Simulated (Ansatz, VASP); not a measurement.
## One calculation of CaO, two programs

```xyz
2
Lattice="3.0188 0.0000 0.0000 0.0000 3.0188 0.0000 0.0000 0.0000 3.0188" Properties=species:S:1:pos:R:3 pbc="T T T"
Ca    0.0000    0.0000    0.0000
O     1.5094    1.5094    1.5094
```

Change from the starting cell: hydrostatic strain +4.0%.

Alike in both runs: task single point; functional HSE06; k mesh 6 × 6 × 6; no spin polarisation.

|  | VASP | Ansatz |
| --- | --- | --- |
| version | VASP 6.6.1 | Ansatz 0.2.0 |
| potentials or method | VASP PAW PBE potentials, release 64 (Ca_sv, O) | plane waves, PAW |
| plane-wave cutoff (eV) | 520 | 420 |
| occupations | gaussian, width 0.01 eV | fixed |
| valence electrons in the cell | 16 | 16 |

Ansatz gave:

* gap on the k mesh at the Fermi level (eV): 4.45
* pressure (GPa): -10.5

Problem. Which values does VASP return?

Solution. gap on the k mesh at the Fermi level (eV): 4.45; pressure (GPa): -10.1.

Ansatz's warnings: stress exchange threshold loose, stress scf threshold loose.
